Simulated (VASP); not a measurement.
# ZnSe (P6_3/mmc) in VASP: a series of runs

The runs below take ZnSe through single point, relaxation of cell and atoms, with PBE, r2SCAN.

Program: VASP 6.6.1. These are calculated values, not measurements. Logs are shortened: lines on timing, memory, paths and dates and some standing lists are left out, and cuts for length are marked.

### Step 1. The cell of the first run

Symmetry: P6_3/mmc, No. 194, hexagonal system. The conventional cell has a = 3.818 Å, b = 3.818 Å, c = 6.183 Å, α = 90.00°, β = 90.00°, γ = 120.00°. Within 3.6 Å of Zn (site symmetry -3m) lie 6 Se at 2.69 Å and 2 Zn at 3.09 Å. Within 3.6 Å of Se (site symmetry -6m2) lie 6 Zn at 2.69 Å.

### Step 2. Single point, PBE

File INCAR:

```
SYSTEM = ZnSe
PREC = Accurate ; ENCUT = 520
EDIFF = 1E-7 ; ISMEAR = -1
SIGMA = 0.02 ; LREAL = .FALSE.
LASPH = .TRUE. ; NELM = 80
ALGO = Normal ; ISIF = 2
LWAVE = .FALSE. ; LCHARG = .FALSE.
GGA = PE ; NBANDS = 26
```

File KPOINTS:

```
regular mesh
0
G
  12 12 4
  0 0 0
```

File POSCAR:

```
ZnSe
1.0
    3.8181733019      0.0000000000      0.0000000000
   -1.9090866510      3.3066350755      0.0000000000
    0.0000000000      0.0000000000      6.1828629863
Zn Se
2 2
Direct
    0.0000000000      0.0000000000      0.0000000000
    0.0000000000      0.0000000000      0.5000000000
    0.3333333333      0.6666666667      0.2500000000
    0.6666666667      0.3333333333      0.7500000000
```

Potentials or basis: VASP PAW PBE potentials, release 64 (Zn, Se).

The run is started by

```
$ cat potpaw_PBE.64/Zn/POTCAR potpaw_PBE.64/Se/POTCAR > POTCAR
$ mpirun -np 1 vasp_std > vasp.out
```

OUTCAR:

```text
SYSTEM = ZnSe
   PREC = Accurate
   ENCUT = 520
   EDIFF = 1E-7
   ISMEAR = -1
   LREAL = .FALSE.
   LASPH = .TRUE.
   NELM = 80
   ISIF = 2
   GGA = PE

 ion  position               nearest neighbor table
   1  0.000  0.000  0.000-   3 2.69   4 2.69   4 2.69   3 2.69   4 2.69   3 2.69
   2  0.000  0.000  0.500-   3 2.69   4 2.69   4 2.69   3 2.69   4 2.69   3 2.69
   3  0.333  0.667  0.250-   1 2.69   2 2.69   1 2.69   2 2.69   1 2.69   2 2.69
   4  0.667  0.333  0.750-   1 2.69   2 2.69   1 2.69   2 2.69   1 2.69   2 2.69

  LATTYP: Found a hexagonal cell.
 ALAT       =     3.8181733019
 C/A-ratio  =     1.6193248701

  Lattice vectors:

 A1 = (   3.8181733019,   0.0000000000,   0.0000000000)
 A2 = (  -1.9090866510,   3.3066350755,   0.0000000000)
 A3 = (   0.0000000000,   0.0000000000,   6.1828629863)

Analysis of symmetry for initial positions (statically):
=====================================================================
 Subroutine PRICEL returns:
 Original cell was already a primitive cell.

 Routine SETGRP: Setting up the symmetry group for a
 hexagonal supercell.

 Subroutine GETGRP returns: Found 24 space group operations
 (whereof 12 operations were pure point group operations)
 out of a pool of 24 trial point group operations.

The static configuration has the point symmetry D_3d.
 The point group associated with its full space group is D_6h.

Analysis of symmetry for dynamics (positions and initial velocities):
=====================================================================
 Subroutine PRICEL returns:
 Original cell was already a primitive cell.

 Routine SETGRP: Setting up the symmetry group for a
 hexagonal supercell.

 Subroutine GETGRP returns: Found 24 space group operations
 (whereof 12 operations were pure point group operations)
 out of a pool of 24 trial point group operations.

The dynamic configuration has the point symmetry D_3d.
 The point group associated with its full space group is D_6h.

 Subroutine INISYM returns: Found 24 space group operations
 (whereof 12 operations are pure point group operations),
 and found     1 'primitive' translations

----------------------------------------------------------------------------------------

                                     Primitive cell

  volume of cell :      78.0605

  direct lattice vectors                    reciprocal lattice vectors
     3.818173302  0.000000000  0.000000000     0.261905346  0.151211122  0.000000000
    -1.909086651  3.306635076  0.000000000     0.000000000  0.302422244  0.000000000
     0.000000000  0.000000000  6.182862986     0.000000000  0.000000000  0.161737370

  length of vectors
     3.818173302  3.818173302  6.182862986     0.302422244  0.302422244  0.161737370

  position of ions in fractional coordinates (direct lattice)
     0.000000000  0.000000000  0.000000000
     0.000000000  0.000000000  0.500000000
     0.333333333  0.666666667  0.250000000
     0.666666667  0.333333333  0.750000000

  ion indices of the primitive-cell ions
   primitive index   ion index
                 1           1
                 2           2
                 3           3
                 4           4

----------------------------------------------------------------------------------------

 KPOINTS: regular mesh

Automatic generation of k-mesh.
 Grid dimensions read from file:
 generate k-points for:   12   12    4

 Generating k-lattice:

  Cartesian coordinates                     Fractional coordinates (reciprocal lattice)
     0.021825446  0.012600927  0.000000000     0.083333333  0.000000000  0.000000000
     0.000000000  0.025201854  0.000000000     0.000000000  0.083333333  0.000000000
     0.000000000  0.000000000  0.040434343     0.000000000  0.000000000  0.250000000

  Length of vectors
     0.025201854  0.025201854  0.040434343

  Shift w.r.t. Gamma in fractional coordinates (k-lattice)
     0.000000000  0.000000000  0.000000000

 Subroutine IBZKPT returns following result:
 ===========================================

 Found     57 irreducible k-points:

 Following reciprocal coordinates:
            Coordinates               Weight
  0.000000  0.000000  0.000000      1.000000
  0.083333 -0.000000  0.000000      6.000000
  0.166667 -0.000000  0.000000      6.000000
  0.250000  0.000000  0.000000      6.000000
  0.333333  0.000000  0.000000      6.000000
  0.416667 -0.000000  0.000000      6.000000
[... 16 lines left out ...]
  0.250000  0.000000  0.250000     12.000000
  0.333333  0.000000  0.250000     12.000000
 [... further k-points ...]
   k-points           NKPTS =     57   k-points in BZ     NKDIM =     57   number of bands    NBANDS=     26
   number of dos      NEDOS =    301   number of ions     NIONS =      4
   total plane-waves  NPLWV =  37632
   dimension x,y,z NGX =    28 NGY =   28 NGZ =   48
   dimension x,y,z NGXF=    56 NGYF=   56 NGZF=   96
   ions per type =               2   2
   NGX,Y,Z   is equivalent  to a cutoff of  12.19, 12.19, 12.91 a.u.
   NGXF,Y,Z  is equivalent  to a cutoff of  24.38, 24.38, 25.81 a.u.
 SYSTEM =  ZnSe
   PREC   = accura    normal or accurate (medium, high low for compatibility)
   ISTART =      0    job   : 0-new  1-cont  2-samecut
   ICHARG =      2    charge: 1-file 2-atom 10-const
   ISPIN  =      1    spin polarized calculation?
   LNONCOLLINEAR =      F non collinear calculations
   LSORBIT =      F    spin-orbit coupling
   LASPH  =      T    aspherical Exc in radial PAW
   ENCUT  =  520.0 eV  38.22 Ry    6.18 a.u.   7.10  7.10 11.50*2*pi/ulx,y,z
   NELM   =     80;   NELMIN=  2; NELMDL= -5     # of ELM steps
   EDIFF  = 0.1E-06   stopping-criterion for ELM
   LREAL  =      F    real-space projection
   EDIFFG = 0.1E-05   stopping-criterion for IOM
   NSW    =      0    number of steps for IOM
   IBRION =     -1    ionic relax: 0-MD 1-quasi-New 2-CG
   NFREE  =      0    steps in history (QN), initial steepest desc. (CG)
   ISIF   =      2    stress and relaxation
   ISYM   =      2    0-nonsym 1-usesym 2-fastsym
   POTIM  = 0.5000    time-step for ionic-motion
   TEBEG  =    0.0;   TEEND  =   0.0 temperature during run
   PSTRESS=    0.0 pullay stress
   NELECT =      36.0000    total number of electrons
   NUPDOWN=      -1.0000    fix difference up-down
   EMIN   =  10.00;   EMAX   =-10.00  energy-range for DOS
   EFERMI =   0.00;   METHOD = LEGACY
   ISMEAR =    -1;   SIGMA  =   0.02  broadening in eV -4-tet -1-fermi 0-gaus
   EFERMI_NEDOS =   21; number of points for ismear=-14 and -15
   IALGO  =     38    algorithm
   IMIX   =      4    mixing-type and parameters
     AMIX     =   0.40;   BMIX     =  1.00
     AMIX_MAG =   1.60;   BMIX_MAG =  1.00
  volume/ion in A,a.u.               =      19.52       131.69
  Fermi-wavevector in a.u.,A,eV,Ry     =   1.264829  2.390180 21.766498  1.599792
  Thomas-Fermi vector in A             =   2.398114
   LORBIT       =      0    0 simple, 1 ext, 2 COOP (PROOUT), +10 PAW based schemes
   GGA     = PE    functional components
[... 5 lines left out ...]
 non-spin polarized calculation
  energy-cutoff  :      520.00
  volume of cell :       78.06
 maximum number of plane-waves:      2127
   NGX = 15   NGY = 15   NGZ = 23

 number of electron      35.9999996 magnetization

 Free energy of the ion-electron system (eV)
  ---------------------------------------------------
  ext. energy  EPLUGINS =         0.00000000
  ---------------------------------------------------
  free energy    TOTEN  =       -10.78911060 eV

  energy without entropy =      -10.78779519  energy(sigma->0) =      -10.78845290

 E-fermi :   3.0287     XC(G=0): -10.3429

 val. band max:        3.0260838128   @ k =   0.2500   0.0000   0.0000
 cond. band min:       3.0320919846   @ k =   0.3333   0.2500   0.0000
 fundamental gap:      0.0060081718
 Fermi energy:         3.0287490418

 k-point     1 :       0.0000    0.0000    0.0000
  band No.  band energies     occupation
      1     -10.7191      2.00000
      2      -9.3597      2.00000
      3      -3.9869      2.00000
      4      -3.8305      2.00000
      5      -3.8305      2.00000
      6      -3.7684      2.00000
[... 18 lines left out ...]
     25      10.5983      0.00000
     26      11.0884      0.00000

 k-point     2 :       0.0833   -0.0000    0.0000
  band No.  band energies     occupation
      1     -10.6584      2.00000
      2      -9.3376      2.00000
      3      -3.9346      2.00000
      4      -3.8271      2.00000
      5      -3.8076      2.00000
      6      -3.7681      2.00000
[... 18 lines left out ...]
     25      11.3049      0.00000
     26      11.3477      0.00000

 k-point     3 :       0.1667   -0.0000    0.0000
  band No.  band energies     occupation
      1     -10.4825      2.00000
      2      -9.2782      2.00000
      3      -3.8213      2.00000
      4      -3.8037      2.00000
      5      -3.7743      2.00000
      6      -3.7336      2.00000
[... 18 lines left out ...]
     25      10.4735      0.00000
     26      11.1248      0.00000

 k-point     4 :       0.2500    0.0000    0.0000
  band No.  band energies     occupation
      1     -10.2113      2.00000
      2      -9.2029      2.00000
      3      -3.8216      2.00000
      4      -3.7951      2.00000
      5      -3.7178      2.00000
      6      -3.6421      2.00000
[... 18 lines left out ...]
     25      10.7594      0.00000
     26      11.0496      0.00000
[... 496 lines left out ...]
      1     -10.3405      2.00000
      2      -9.5015      2.00000
      3      -3.8342      2.00000
      4      -3.7779      2.00000
      5      -3.7206      2.00000
      6      -3.6529      2.00000
[... 18 lines left out ...]
     25      10.0976      0.00000
     26      11.1980      0.00000

 k-point    23 :       0.2500    0.0000    0.2500
  band No.  band energies     occupation
      1     -10.0864      2.00000
      2      -9.3793      2.00000
      3      -3.8041      2.00000
      4      -3.7769      2.00000
      5      -3.7251      2.00000
      6      -3.6922      2.00000
[... 18 lines left out ...]
     25      10.9266      0.00000
     26      11.2262      0.00000

 k-point    24 :       0.3333    0.0000    0.2500
  band No.  band energies     occupation
      1      -9.7857      2.00000
      2      -9.2653      2.00000
      3      -3.8581      2.00000
      4      -3.7835      2.00000
      5      -3.7169      2.00000
      6      -3.6832      2.00000
[... 18 lines left out ...]
     25      11.8710      0.00000
     26      11.9154      0.00000

 [... further k-points ...]
[... 5 lines left out ...]
  --------------------------------------------------------------------------------------
  -------------------------------------------------------------------------------------
  Total        0.0860997      0.0860997      0.0963683     -0.0000000      0.0000000      0.0000000
  in kB        1.7671802      1.7671802      1.9779403     -0.0000000      0.0000000      0.0000000
  external PRESSURE =       1.8374336 kB  Pullay stress =       0.0000000 kB

 VOLUME and BASIS-vectors are now :
 -----------------------------------------------------------------------------
  energy-cutoff  :      520.00
  volume of cell :       78.06
      direct lattice vectors                 reciprocal lattice vectors
     3.818173302  0.000000000  0.000000000     0.261905346  0.151211122  0.000000000
    -1.909086651  3.306635076  0.000000000     0.000000000  0.302422244  0.000000000
     0.000000000  0.000000000  6.182862986     0.000000000  0.000000000  0.161737370

 POSITION                                       TOTAL-FORCE (eV/Angst)
 -----------------------------------------------------------------------------------
      0.00000      0.00000      0.00000         0.000000      0.000000     -0.000000
      0.00000      0.00000      3.09143         0.000000      0.000000     -0.000000
     -0.00000      2.20442      1.54572        -0.000000      0.000000      0.000000
      1.90909      1.10221      4.63715         0.000000     -0.000000      0.000000
 -----------------------------------------------------------------------------------
    total drift:                               -0.000000      0.000000      0.000000

  FREE ENERGIE OF THE ION-ELECTRON SYSTEM (eV)
  ---------------------------------------------------
  free  energy   TOTEN  =       -10.7891106050 eV

  energy  without entropy=      -10.7877951880  energy(sigma->0) =      -10.78845290
```

Wall time 3.1 min (1 thread of Intel Xeon 8259CL, shared host); peak memory 0.25 GiB.

Results:

```yaml
Free_energy: -10.7891 eV
Pressure: 0.2 GPa
Band_gap_on_the_k_mesh: zero (bands 18 and 19 overlap by 0.40 eV)
```

Caveat: semilocal functionals underestimate gaps, and a narrow one can read as zero.

### Step 3. Single point, r2SCAN

This run uses another cell than the first one, of 18.97 Å³/atom.

File POSCAR:

```
ZnSe
1.0
    3.7796699664      0.0000000000      0.0000000000
   -1.8898349832      3.2732902088      0.0000000000
    0.0000000000      0.0000000000      6.1318998860
Zn Se
2 2
Direct
    0.0000000000      0.0000000000      0.0000000000
    0.0000000000      0.0000000000      0.5000000000
    0.3333333333      0.6666666667      0.2500000000
    0.6666666667      0.3333333333      0.7500000000
```

File INCAR.step1:

```
SYSTEM = ZnSe
PREC     = Accurate       ! precision mode
ENCUT    = 520            ! plane-wave cutoff, eV
ISMEAR   = -1             ! smearing method
SIGMA    = 0.02           ! smearing width, eV
LREAL    = .FALSE.        ! projectors in reciprocal space
LASPH    = .TRUE.         ! aspherical terms in the spheres
NELM     = 100            ! most SCF steps
NBANDS   = 26             ! bands
GGA      = PE             ! functional
ALGO     = Normal         ! electronic algorithm
EDIFF    = 1E-4           ! SCF threshold, eV
LWAVE    = .TRUE.         ! write WAVECAR
LCHARG   = .FALSE.        ! write CHGCAR
```

File INCAR.step2:

```
SYSTEM = ZnSe
PREC     = Accurate       ! precision mode
ENCUT    = 520            ! plane-wave cutoff, eV
EDIFF    = 1E-6           ! SCF threshold, eV
ISMEAR   = -1             ! smearing method
SIGMA    = 0.02           ! smearing width, eV
LREAL    = .FALSE.        ! projectors in reciprocal space
LASPH    = .TRUE.         ! aspherical terms in the spheres
NELM     = 100            ! most SCF steps
ALGO     = Normal         ! electronic algorithm
ISIF     = 2              ! what is computed and relaxed
LWAVE    = .FALSE.        ! write WAVECAR
LCHARG   = .FALSE.        ! write CHGCAR
METAGGA  = R2SCAN         ! meta-GGA
LMIXTAU  = .TRUE.       
NBANDS   = 26             ! bands
ISTART   = 1
```

File KPOINTS:

```
Automatic mesh
0
G
  12 12 4
  0 0 0
```

Potentials or basis: VASP PAW PBE potentials, release 64 (Zn, Se).

The run is started by

```
$ cat potpaw_PBE.64/Zn/POTCAR potpaw_PBE.64/Se/POTCAR > POTCAR
$ cp INCAR.step1 INCAR
$ mpirun -np 1 vasp_std > vasp.out
$ cp INCAR.step2 INCAR
$ mpirun -np 1 vasp_std > vasp.out
```

Run time: 7.6 min. Hardware: 1 thread of Intel Xeon 8259CL, shared host; peak memory 0.26 GiB.

The run converged. Its results:

- Free energy: -48.4802 eV
- Pressure: 0.2 GPa
- Band gap on the k mesh: zero (bands 18 and 19 overlap by 0.01 eV)

Stress tensor (GPa, compression positive):
```
0.22 0.00 0.00
0.00 0.22 0.00
0.00 0.00 0.14
```

Levels at points of the mesh, in eV from the Fermi level:
```tsv
k point	band 14	band 15	band 16	band 17	band 18	band 19	band 20	band 21	band 22	band 23
(0.00, 0.00, 0.00)	-0.68	-0.68	-0.45	-0.21	-0.21	1.11	3.56	6.57	6.57	8.14
(0.50, 0.00, 0.00)	-4.58	-3.77	-2.63	-2.29	-0.18	2.33	3.21	4.00	5.43	7.99
(0.00, 0.00, 0.50)	-3.96	-0.40	-0.40	-0.40	-0.40	3.39	3.39	6.59	6.59	6.59
(0.50, 0.00, 0.50)	-5.72	-1.65	-1.65	-1.60	-1.60	1.88	1.88	5.46	5.46	8.31
```

Caveat: semilocal functionals underestimate gaps, and a narrow one can read as zero; the PAW data sets were made with another functional, which shifts forces and pressure a little.

### Step 4. Relaxation of cell and atoms, PBE

This run uses another cell than the first one, of 15.51 Å³/atom.

File INCAR:

```
SYSTEM = ZnSe
ALGO = Normal ; EDIFF = 1E-7
EDIFFG = -0.005 ; ENCUT = 600
GGA = PE ; IBRION = 2
ISIF = 3 ; ISMEAR = -1
LASPH = .True. ; LCHARG = .False.
LREAL = .False. ; LWAVE = .False.
NELM = 60 ; NSW = 80
PREC = Accurate ; SIGMA = 0.02
```

File KPOINTS:

```
k-points
0
Gamma
  12 12 4
  0 0 0
```

File POSCAR:

```
ZnSe
1.0
    3.5288493000      0.0000000000      0.0000000000
   -1.7644246500      3.0560731399      0.0000000000
    0.0000000000      0.0000000000      5.7520243590
Zn Se
2 2
Direct
    0.0000000000      0.0000000000      0.0000000000
    0.0000000000      0.0000000000      0.5000000000
    0.3333333333      0.6666666667      0.2500000000
    0.6666666667      0.3333333333      0.7500000000
```

The run is started by

```
$ cat potpaw_PBE.64/Zn/POTCAR potpaw_PBE.64/Se/POTCAR > POTCAR
$ mpirun -np 1 vasp_std > vasp.out
```

Wall time 9.9 min (1 thread of Intel Xeon 8259CL, shared host); peak memory 0.26 GiB.

It converged, with:

```
Free energy                           : -10.7871 eV
Relaxed volume                        : 19.57 Å³/atom
Relaxed cell                          : a = 3.822 Å, b = 3.822 Å, c = 6.187 Å, α = 90.00°, β = 90.00°, γ = 120.00°
Space group after relaxing (to 0.1 Å) : P6_3/mmc (No. 194)
Energy gained by relaxing             : 284.7 meV/atom
Ionic steps                           : 8
Pressure after relaxing               : 0.0 GPa
Band gap on the k mesh                : zero (bands 18 and 19 overlap by 0.40 eV)
```

The path:
```csv
step,energy change (eV),largest force (eV/Å),pressure (GPa),volume (Å³)
1,0.0000,0.0000,27.97,62.03
2,-0.8541,0.0000,-6.99,89.65
3,-1.1378,0.0000,0.13,78.09
4,-1.1377,0.0000,-0.19,78.44
5,-1.1385,0.0000,0.04,78.20
6,-1.1386,0.0000,0.21,78.03
7,-1.1389,0.0000,0.06,78.21
8,-1.1389,0.0000,0.00,78.27
```

Final structure:
```cif
data_structure
_symmetry_space_group_name_H-M 'P 1'
_symmetry_Int_Tables_number 1
_cell_length_a 3.8219
_cell_length_b 3.8219
_cell_length_c 6.1870
_cell_angle_alpha 90.000
_cell_angle_beta 90.000
_cell_angle_gamma 120.000
_cell_volume 78.27
loop_
_atom_site_label
_atom_site_type_symbol
_atom_site_fract_x
_atom_site_fract_y
_atom_site_fract_z
_atom_site_occupancy
Zn1 Zn 0.00000 0.00000 0.00000 1
Zn2 Zn 0.00000 0.00000 0.50000 1
Se1 Se 0.33333 0.66667 0.25000 1
Se2 Se 0.66667 0.33333 0.75000 1
```

Levels at points of the mesh, in eV from the Fermi level:
| k point | band 15 | band 16 | band 17 | band 18 | band 19 | band 20 | band 21 | band 22 |
| --- | --- | --- | --- | --- | --- | --- | --- | --- |
| (0.00, 0.00, 0.00) | -0.59 | -0.36 | -0.16 | -0.16 | 0.31 | 2.96 | 6.05 | 6.05 |
| (0.50, 0.00, 0.00) | -3.50 | -2.43 | -2.27 | -0.13 | 1.99 | 2.81 | 3.44 | 4.99 |
| (0.00, 0.00, 0.50) | -0.34 | -0.34 | -0.34 | -0.34 | 2.73 | 2.73 | 6.09 | 6.09 |
| (0.50, 0.00, 0.50) | -1.56 | -1.56 | -1.47 | -1.47 | 1.48 | 1.48 | 5.07 | 5.07 |

Caveat: the volume moved by over 15 % at a fixed basis, so the end points are rough; semilocal functionals underestimate gaps, and a narrow one can read as zero.

(Continued in part 2 of 2.)

The gap in the log of VASP goes by the Fermi energy; the results here count the filled bands.